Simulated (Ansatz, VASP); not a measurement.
# Cu in VASP and in Ansatz

```
Cu
1.0
     0.00000    1.81477    1.81477
     1.81477    0.00000    1.81477
     1.81477    1.81477    0.00000
Cu
1
Direct
  0.00000 0.00000 0.00000
```

Alike in both runs: functional PBE; k mesh 66 × 66 × 66; occupations gaussian, width 0.1 eV; no spin polarisation.

Ansatz relaxed the structure, and its values are those at the end. VASP's run is a single point on that final structure, the one shown.

|  | VASP | Ansatz |
| --- | --- | --- |
| version | VASP 6.6.1 | Ansatz 0.2.0 |
| potentials or method | VASP PAW PBE potentials, release 64 (Cu) | scalar-relativistic, plane waves, PAW |
| plane-wave cutoff (eV) | 520 | 420 |
| valence electrons in the cell | 11 | 19 |

VASP gave:

| Item | Value |
| --- | --- |
| gap on the k mesh at the Fermi level (eV) | none |
| pressure (GPa) | 0.5 |

Problem. Estimate Ansatz's values.

Solution. gap on the k mesh at the Fermi level (eV): none; pressure (GPa): 0.0.

A gap of «none» marks a metal or a gap that the smearing closes. VASP's potentials hold 11 valence electrons a cell and Ansatz's 19, so a difference there can come from the potentials and not from the codes.
